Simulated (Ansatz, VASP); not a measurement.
**SnO: VASP beside Ansatz**

File INCAR:

```
PREC = Accurate
ENCUT = 520
EDIFF = 1E-7
ISMEAR = 0
SIGMA = 0.15
LREAL = F
LASPH = T
NELM = 80
ALGO = Normal
ISIF = 2
LWAVE = F
LCHARG = F
GGA = PE
NBANDS = 28
```

File KPOINTS:

```
Automatic mesh
0
Gamma
  12 12 10
```

The input POSCAR:

```
SnO
1.0
    3.8020000000     -0.0380200000      0.0000000000
   -0.0380200000      3.8020000000      0.0000000000
    0.0000000000      0.0000000000      4.8360000000
Sn O
2 2
Direct
    0.0000000000      0.5000000000      0.2385000000
    0.5000000000      0.0000000000      0.7615000000
    0.0000000000      0.0000000000      0.0000000000
    0.5000000000      0.5000000000      0.0000000000
```

Input for Ansatz:

```yaml
crystal:
  lattice:
    - [3.802, -0.03802, 0.0]
    - [-0.03802, 3.802, 0.0]
    - [0.0, 0.0, 4.836]
  atoms:
    - { symbol: Sn, position: [0.0, 0.5, 0.2385] }
    - { symbol: Sn, position: [0.5, 0.0, 0.7615] }
    - { symbol: O, position: [0.0, 0.0, 0.0] }
    - { symbol: O, position: [0.5, 0.5, 0.0] }
basis:
  ecutwfc: 420
kpoints:
  mp_grid: { grid: [12, 12, 10] }
hamiltonian:
  xc: pbe
scf:
  occupations: { method: gaussian, width: 0.15 }
output:
  forces: true
  stress: true
  eigenvalues: true
```

Change from the starting cell: strain -0.0200 x Voigt [0, 0, 0, 0, 0, 1], atoms carried along.

Alike in both runs: task single point; functional PBE; k mesh 12 × 12 × 10; occupations gaussian, width 0.15 eV; no spin polarisation.

|  | VASP | Ansatz |
| --- | --- | --- |
| version | VASP 6.6.1 | Ansatz 0.2.0 |
| potentials or method | VASP PAW PBE potentials, release 64 (Sn_d, O), cutoff 520 eV | scalar-relativistic, plane waves, PAW |
| valence electrons in the cell | 40 | 40 |

|  | VASP | Ansatz | Ansatz less VASP |
| --- | --- | --- | --- |
| gap on the k mesh at the Fermi level (eV) | none | none | - |
| pressure (GPa) | 4.5 | 4.2 | -0.24 |
| traceless stress, the component that is largest in VASP (GPa) | 1.67 | 1.67 | +0.007 |
| rms of the force components (eV/Å) | 0.179 | 0.144 | -0.0351 |

Atom by atom the forces differ by 0.035 eV/Å (rms over components). A gap of «none» marks a metal or a gap that the smearing closes. With one functional, cell and mesh, what is left measures potentials, basis and numerics.
